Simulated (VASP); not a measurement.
# CdS in VASP: further runs, part 2 of 2

VASP 6.6.1. The steps go on from the part before.

## (3) Electric field gradients, PBE (equal xy, yz and zx shear strains of +1 %)

File INCAR:

```
SYSTEM = CdS
PREC     = Accurate       ! precision mode
ENCUT    = 520            ! plane-wave cutoff, eV
EDIFF    = 1E-8           ! SCF threshold, eV
ISMEAR   = -1             ! smearing method
SIGMA    = 0.01           ! smearing width, eV
LREAL    = .False.        ! projectors in reciprocal space
LASPH    = .True.         ! aspherical terms in the spheres
NELM     = 60             ! most SCF steps
ALGO     = Normal         ! electronic algorithm
ISIF     = 2              ! what is computed and relaxed
LWAVE    = .False.        ! write WAVECAR
LCHARG   = .False.        ! write CHGCAR
GGA      = PE             ! functional
LEFG     = .True.       
NBANDS   = 26             ! bands
```

File KPOINTS:

```
Automatic mesh
0
Gamma
  7 7 4
  0 0 0
```

File POSCAR:

```
CdS
1.0
    4.1347992034      0.0206739960      0.0206739960
   -2.0494953960      3.5705041517      0.0075672077
    0.0337450000      0.0337450000      6.7490000000
Cd S
2 2
Direct
    0.3333333333      0.6666666667      0.0000000000
    0.6666666667      0.3333333333      0.5000000000
    0.3333333333      0.6666666667      0.3850000000
    0.6666666667      0.3333333333      0.8850000000
```

Potentials or basis: VASP PAW PBE potentials, release 64 (Cd, S).

The run is started by

```
$ cat potpaw_PBE.64/Cd/POTCAR potpaw_PBE.64/S/POTCAR > POTCAR
$ mpirun -np 1 vasp_std > vasp.out
```

OUTCAR:

```text
SYSTEM = CdS
   PREC = Accurate
   ENCUT = 520
   EDIFF = 1E-8
   ISMEAR = -1
   LREAL = .False.
   LASPH = .True.
   NELM = 60
   ISIF = 2
   GGA = PE

 ion  position               nearest neighbor table
   1  0.333  0.667  0.000-   4 2.50   4 2.50   4 2.53   3 2.60
   2  0.667  0.333  0.500-   3 2.50   3 2.51   3 2.52   4 2.60
   3  0.333  0.667  0.385-   2 2.50   2 2.51   2 2.52   1 2.60
   4  0.667  0.333  0.885-   1 2.50   1 2.50   1 2.53   2 2.60

  LATTYP: Found a triclinic cell.
 ALAT       =     4.1528123029
 B/A-ratio  =     0.9913558883
 C/A-ratio  =     1.6252043749
 COS(alpha) =     0.0036852528
 COS(beta)  =     0.0136346634
 COS(gamma) =     0.5000188430

  Lattice vectors:

 A1 = (   2.0853038074,   3.5911781477,   0.0282412037)
 A2 = (  -2.0494953960,   3.5705041517,   0.0075672077)
 A3 = (   0.0337450000,   0.0337450000,   6.7490000000)

Analysis of symmetry for initial positions (statically):
=====================================================================
 Subroutine PRICEL returns:
 Original cell was already a primitive cell.

 Routine SETGRP: Setting up the symmetry group for a
 triclinic supercell.

 Subroutine GETGRP returns: Found  1 space group operations
 (whereof  1 operations were pure point group operations)
 out of a pool of  2 trial point group operations.

The static configuration has the point symmetry C_1 .

Analysis of symmetry for dynamics (positions and initial velocities):
=====================================================================
 Subroutine PRICEL returns:
 Original cell was already a primitive cell.
[... 170 lines left out ...]
      3      -6.4565      2.00000
      4      -6.4513      2.00000
      5      -6.3893      2.00000
      6      -6.3839      2.00000
[... 685 lines left out ...]
     25       9.2465      0.00000
     26      10.3118      0.00000

 [... further k-points ...]
[... 5 lines left out ...]
  --------------------------------------------------------------------------------------
  -------------------------------------------------------------------------------------
  Total        2.2910972      2.2875958      0.8354022     -0.2709968     -0.1467307     -0.1466772
  in kB       36.7373352     36.6811912     13.3955249     -4.3453853     -2.3528003     -2.3519426
  external PRESSURE =      28.9380171 kB  Pullay stress =       0.0000000 kB

 VOLUME and BASIS-vectors are now :
 -----------------------------------------------------------------------------
  energy-cutoff  :      520.00
  volume of cell :       99.92
      direct lattice vectors                 reciprocal lattice vectors
     4.134799203  0.020673996  0.020673996     0.241167025  0.138435652 -0.001898013
    -2.049495396  3.570504152  0.007567208    -0.001389442  0.279277888 -0.001389442
     0.033745000  0.033745000  6.749000000    -0.000737201 -0.000737201  0.148177471

 POSITION                                       TOTAL-FORCE (eV/Angst)
 -----------------------------------------------------------------------------------
      0.01194      2.38723      0.01194        -0.108097     -0.041021      0.270535
      2.09024      1.22082      3.39081         0.024090     -0.042891      0.269031
      0.02493      2.40022      2.61030        -0.035727      0.042904     -0.268541
      2.10323      1.23382      5.98917         0.119733      0.041008     -0.271024
 -----------------------------------------------------------------------------------
    total drift:                               -0.000008     -0.000013     -0.000511

  FREE ENERGIE OF THE ION-ELECTRON SYSTEM (eV)
  ---------------------------------------------------
  free  energy   TOTEN  =       -12.2383954886 eV

  energy  without entropy=      -12.2383954886  energy(sigma->0) =      -12.23839549

 Electric field gradients (V/A^2)
---------------------------------------------------------------------
 ion       V_xx      V_yy      V_zz      V_xy      V_xz      V_yz
---------------------------------------------------------------------
   1     -14.120   -21.291    35.411     6.733     3.539    -0.015
   2     -21.282   -14.051    35.333    -0.468    -3.525     0.028
   3       3.711     3.054    -6.765     1.667     2.145     1.445
   4       3.080     3.667    -6.747     1.045     0.742     1.442
---------------------------------------------------------------------

 Electric field gradients after diagonalization (V/A^2)
 (convention: |V_zz| > |V_xx| > |V_yy|)
----------------------------------------------------------------------
 ion       V_xx      V_yy      V_zz     asymmetry (V_yy - V_xx)/ V_zz
----------------------------------------------------------------------
   1     -25.389   -10.277    35.666       0.424
   2     -21.530   -14.022    35.552       0.211
   3       5.618     1.689    -7.307       0.538
   4       4.683     2.295    -6.979       0.342
----------------------------------------------------------------------

           NMR quadrupolar parameters

 Cq : quadrupolar parameter    Cq=e*Q*V_zz/h
 eta: asymmetry parameters     (V_yy - V_xx)/ V_zz
 Q  : nuclear electric quadrupole moment in mb (millibarn)
----------------------------------------------------------------------
 ion       Cq(MHz)       eta       Q (mb)
----------------------------------------------------------------------
   1       0.086       0.424       1.000
   2       0.086       0.211       1.000
   3      -0.018       0.538       1.000
   4      -0.017       0.342       1.000
----------------------------------------------------------------------
```

It took 2.1 min on 1 thread of Intel Xeon 6975P-C (Granite Rapids), shared host; peak memory 0.36 GiB.

What came out:

| Quantity | Value |
| --- | --- |
| Free energy | -12.2384 eV |
| Pressure | 2.9 GPa |
| Largest force | 0.299 eV/Å |
| Band gap on the k mesh | 1.21 eV, direct |

Forces on the atoms (eV/Å):
```
Cd  -0.108 -0.041  0.271
Cd   0.024 -0.043  0.269
S   -0.036  0.043 -0.269
S    0.120  0.041 -0.271
```

Levels at points of the mesh, in eV from the valence-band top:
| k point | band 15 | band 16 | band 17 | band 18 | band 19 | band 20 | band 21 | band 22 |
| --- | --- | --- | --- | --- | --- | --- | --- | --- |
| (0.00, 0.00, 0.00) | -0.70 | -0.07 | -0.02 | 0.00 | 1.21 | 2.71 | 6.43 | 6.52 |
| (0.00, 0.00, 0.50) | -0.40 | -0.38 | -0.36 | -0.35 | 2.81 | 2.81 | 6.12 | 6.12 |

Electric field gradients, principal values (V/Å²):
```
atom    least   middle  greatest (by size)
1 Cd  -10.277  -25.389              35.666
2 Cd  -14.022  -21.530              35.552
 3 S    1.689    5.618              -7.307
 4 S    2.295    4.683              -6.979
```

Caveat: the cell differs from its parent crystal (equal xy, yz and zx shear strains of +1 %); without QUAD_EFG the Cq values of the log hold for a quadrupole moment of 1 mb, not for the nuclei.

## (4) Electric field gradients, PBE (zz strain of +3 %)

File INCAR:

```
ALGO = Normal
EDIFF = 1E-8
ENCUT = 520
GGA = PE
ISIF = 2
ISMEAR = -1
LASPH = T
LCHARG = F
LEFG = T
LREAL = F
LWAVE = F
NBANDS = 26
NELM = 60
PREC = Accurate
SIGMA = 0.01
```

File KPOINTS:

```
k-points
0
Gamma
  7 7 4
```

File POSCAR:

```
CdS
1.0
    4.1347992034      0.0000000000      0.0000000000
   -2.0673996017      3.5808411497      0.0000000000
    0.0000000000      0.0000000000      6.9514700000
Cd S
2 2
Direct
    0.3333333333      0.6666666667      0.0000000000
    0.6666666667      0.3333333333      0.5000000000
    0.3333333333      0.6666666667      0.3850000000
    0.6666666667      0.3333333333      0.8850000000
```

Potentials or basis: VASP PAW PBE potentials, release 64 (Cd, S).

The run is started by

```
$ cat potpaw_PBE.64/Cd/POTCAR potpaw_PBE.64/S/POTCAR > POTCAR
$ mpirun -np 1 vasp_std > vasp.out
```

OUTCAR:

```text
EDIFF = 1E-8
   ENCUT = 520
   GGA = PE
   ISIF = 2
   ISMEAR = -1
   LASPH = T
   LREAL = F
   NELM = 60
   PREC = Accurate

 ion  position               nearest neighbor table
   1  0.333  0.667  0.000-   4 2.52   4 2.52   4 2.52   3 2.68
   2  0.667  0.333  0.500-   3 2.52   3 2.52   3 2.52   4 2.68
   3  0.333  0.667  0.385-   2 2.52   2 2.52   2 2.52   1 2.68
   4  0.667  0.333  0.885-   1 2.52   1 2.52   1 2.52   2 2.68

  LATTYP: Found a hexagonal cell.
 ALAT       =     4.1347992034
 C/A-ratio  =     1.6812110233

  Lattice vectors:

 A1 = (   4.1347992034,   0.0000000000,   0.0000000000)
 A2 = (  -2.0673996017,   3.5808411497,   0.0000000000)
 A3 = (   0.0000000000,   0.0000000000,   6.9514700000)

Analysis of symmetry for initial positions (statically):
=====================================================================
 Subroutine PRICEL returns:
 Original cell was already a primitive cell.

 Routine SETGRP: Setting up the symmetry group for a
 hexagonal supercell.

 Subroutine GETGRP returns: Found 12 space group operations
 (whereof  6 operations were pure point group operations)
 out of a pool of 24 trial point group operations.

The static configuration has the point symmetry C_3v.
 The point group associated with its full space group is C_6v.

Analysis of symmetry for dynamics (positions and initial velocities):
=====================================================================
[... 862 lines left out ...]
     25       9.7162      0.00000
     26       9.7162      0.00000

------------------------ aborting loop because EDIFF is reached ----------------------------------------

  FORCE on cell =-STRESS in cart. coord.  units (eV):
  Direction    XX          YY          ZZ          XY          YZ          ZX
  --------------------------------------------------------------------------------------
  -------------------------------------------------------------------------------------
  Total        1.7994801      1.7994801     -0.9963001      0.0000000      0.0000000      0.0000000
  in kB       28.0118311     28.0118311    -15.5090288      0.0000000      0.0000000      0.0000000
  external PRESSURE =      13.5048778 kB  Pullay stress =       0.0000000 kB

 VOLUME and BASIS-vectors are now :
 -----------------------------------------------------------------------------
  energy-cutoff  :      520.00
  volume of cell :      102.92
      direct lattice vectors                 reciprocal lattice vectors
     4.134799203  0.000000000  0.000000000     0.241849713  0.139631997  0.000000000
    -2.067399602  3.580841150  0.000000000     0.000000000  0.279263994  0.000000000
     0.000000000  0.000000000  6.951470000     0.000000000  0.000000000  0.143854465

 POSITION                                       TOTAL-FORCE (eV/Angst)
 -----------------------------------------------------------------------------------
     -0.00000      2.38723      0.00000        -0.000000      0.000000      0.380204
      2.06740      1.19361      3.47573         0.000000     -0.000000      0.380204
     -0.00000      2.38723      2.67632        -0.000000      0.000000     -0.380204
      2.06740      1.19361      6.15205         0.000000      0.000000     -0.380204
 -----------------------------------------------------------------------------------
    total drift:                               -0.000000     -0.000000      0.000168

  FREE ENERGIE OF THE ION-ELECTRON SYSTEM (eV)
  ---------------------------------------------------
  free  energy   TOTEN  =       -12.2383481327 eV

  energy  without entropy=      -12.2383481327  energy(sigma->0) =      -12.23834813

 Electric field gradients (V/A^2)
---------------------------------------------------------------------
 ion       V_xx      V_yy      V_zz      V_xy      V_xz      V_yz
---------------------------------------------------------------------
   1     -27.662   -27.662    55.323    -0.000     0.000    -0.000
   2     -27.662   -27.662    55.323    -0.000    -0.000     0.000
   3       2.046     2.046    -4.092     0.000    -0.000     0.000
   4       2.046     2.046    -4.092     0.000     0.000    -0.000
---------------------------------------------------------------------

 Electric field gradients after diagonalization (V/A^2)
 (convention: |V_zz| > |V_xx| > |V_yy|)
----------------------------------------------------------------------
 ion       V_xx      V_yy      V_zz     asymmetry (V_yy - V_xx)/ V_zz
----------------------------------------------------------------------
   1     -27.662   -27.662    55.323       0.000
   2     -27.662   -27.662    55.323       0.000
   3       2.046     2.045    -4.092       0.000
   4       2.046     2.045    -4.092       0.000
----------------------------------------------------------------------

           NMR quadrupolar parameters

 Cq : quadrupolar parameter    Cq=e*Q*V_zz/h
 eta: asymmetry parameters     (V_yy - V_xx)/ V_zz
 Q  : nuclear electric quadrupole moment in mb (millibarn)
----------------------------------------------------------------------
 ion       Cq(MHz)       eta       Q (mb)
----------------------------------------------------------------------
   1       0.134       0.000       1.000
   2       0.134       0.000       1.000
   3      -0.010       0.000       1.000
   4      -0.010       0.000       1.000
----------------------------------------------------------------------
```

It used 160 s of CPU time on 1 thread of AMD EPYC 7R13 Processor (Zen 3) (shared host).

What came out:

| Quantity | Value |
| --- | --- |
| Free energy | -12.2383 eV |
| Pressure | 1.4 GPa |
| Largest force | 0.380 eV/Å |
| Band gap on the k mesh | 1.13 eV, direct |

Forces in eV/Å, atoms in the order of the input:
```
Cd   0.000  0.000  0.380
Cd   0.000  0.000  0.380
S    0.000  0.000 -0.380
S    0.000  0.000 -0.380
```

Levels at points of the mesh, in eV from the valence-band top:
| k point | band 15 | band 16 | band 17 | band 18 | band 19 | band 20 | band 21 | band 22 |
| --- | --- | --- | --- | --- | --- | --- | --- | --- |
| (0.00, 0.00, 0.00) | -0.60 | -0.12 | 0.00 | 0.00 | 1.13 | 2.80 | 6.47 | 6.58 |
| (0.00, 0.00, 0.50) | -0.31 | -0.31 | -0.31 | -0.31 | 2.76 | 2.76 | 5.98 | 5.98 |

Electric field gradients, principal values (V/Å²):
```csv
atom,least,middle,greatest (by size)
1 Cd,-27.662,-27.662,55.323
2 Cd,-27.662,-27.662,55.323
3 S,2.045,2.046,-4.092
4 S,2.045,2.046,-4.092
```

Caveat: the cell differs from its parent crystal (zz strain of +3 %); without QUAD_EFG the Cq values of the log hold for a quadrupole moment of 1 mb, not for the nuclei.

## (5) Overview

| cell | gap on the mesh (eV) | pressure (GPa) | largest force (eV/Å) |
| --- | --- | --- | --- |
| a = 4.259, b = 4.259, c = 6.749 Å, angles 90.0, 90.0, 120.0°, 4 atoms | 1.06 | -0.7 | 0.07 |
| a = 4.135, b = 4.117, c = 6.749 Å, angles 89.8, 89.4, 119.6°, 4 atoms | 1.21 | 2.9 | 0.30 |
| a = 4.135, b = 4.135, c = 6.951 Å, angles 90.0, 90.0, 120.0°, 4 atoms | 1.13 | 1.4 | 0.38 |

Alike in all rows: task electric field gradients; level PBE; potentials or basis VASP PAW PBE potentials, release 64 (Cd, S); no spin polarisation; k mesh 7 × 7 × 4; cutoff (eV) 520; smearing fermi-dirac 0.01 eV.

Absolute energies hang on the potentials; compare differences alone.
